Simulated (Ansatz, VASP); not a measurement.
**CdS: VASP beside Ansatz**

INCAR

```
ALGO = Normal ; EDIFF = 1E-7
ENCUT = 520 ; GGA = RP
ISIF = 2 ; ISMEAR = -1
LASPH = T ; LCHARG = F
LREAL = F ; LWAVE = F
NBANDS = 16 ; NELM = 80
PREC = Accurate ; SIGMA = 0.05
```

The input KPOINTS:

```
k-points
0
Gamma
  7 7 5
```

The input POSCAR:

```
CdS
1.0
    4.2611695877      0.0000000000      0.0000000000
   -2.1305847939      3.6902811128      0.0000000000
    0.0000000000      0.0000000000      5.8041729400
Cd S
1 1
Direct
    0.0000000000      0.0000000000      0.4426919200
    0.6666666667      0.3333333333      0.4343080800
```

File input.yaml:

```yaml
crystal:
  lattice:
    - [4.2611695877, 0.0, 0.0]
    - [-2.1305847939, 3.6902811128, 0.0]
    - [0.0, 0.0, 5.80417294]
  atoms:
    - { symbol: Cd, position: [0.0, 0.0, 0.44269192] }
    - { symbol: S, position: [0.6666666667, 0.3333333333, 0.43430808] }
hamiltonian:
  xc: rpbe
  pseudopotentials: { kind: paw }
kpoints:
  mp_grid: { grid: [7, 7, 5] }
  band_path:
    path:
      - [[0.0, 0.0, 0.0], [0.5, 0.0, 0.0], [0.3333333333, 0.3333333333, 0.0], [0.0, 0.0, 0.0], [0.0, 0.0, 0.5], [0.5, 0.0, 0.5], [0.3333333333, 0.3333333333, 0.5], [0.0, 0.0, 0.5]]
      - [[0.5, 0.0, 0.5], [0.5, 0.0, 0.0]]
      - [[0.3333333333, 0.3333333333, 0.0], [0.3333333333, 0.3333333333, 0.5]]
    npoints: 14
scf:
  occupations: { method: fermi_dirac, width: 0.05 }
  n_extra_bands: 6
output:
  forces: true
  stress: true
  eigenvalues: true
  fatbands: false
```

Alike in both runs: functional RPBE; k mesh 7 × 7 × 5; occupations fermi-dirac, width 0.05 eV; no spin polarisation.

|  | VASP | Ansatz |
| --- | --- | --- |
| version | VASP 6.6.1 | Ansatz 0.2.0 |
| potentials or method | VASP PAW PBE potentials, release 64 (Cd, S) | Ansatz PAW |
| plane-wave cutoff (eV) | 520 | 420 |
| valence electrons in the cell | 18 | 26 |
| task | single point | band structure |

|  | VASP | Ansatz | Ansatz less VASP |
| --- | --- | --- | --- |
| gap on the k mesh at the Fermi level (eV) | 1.58 | 1.58 | 0.000 |
| least direct gap on the mesh (eV) | 1.59 | 1.59 | 0.000 |
| pressure (GPa) | 0.9 | 0.7 | -0.17 |
| traceless stress, the component that is largest in VASP (GPa) | -0.84 | -0.65 | +0.190 |
| rms of the force components (eV/Å) | 0.003 | 0.001 | -0.0017 |

VASP's potentials were made for PBE, not for RPBE. Atom by atom the forces differ by 0.002 eV/Å (rms over components). VASP's potentials hold 18 valence electrons a cell and Ansatz's 26, so a difference there can come from the potentials and not from the codes.
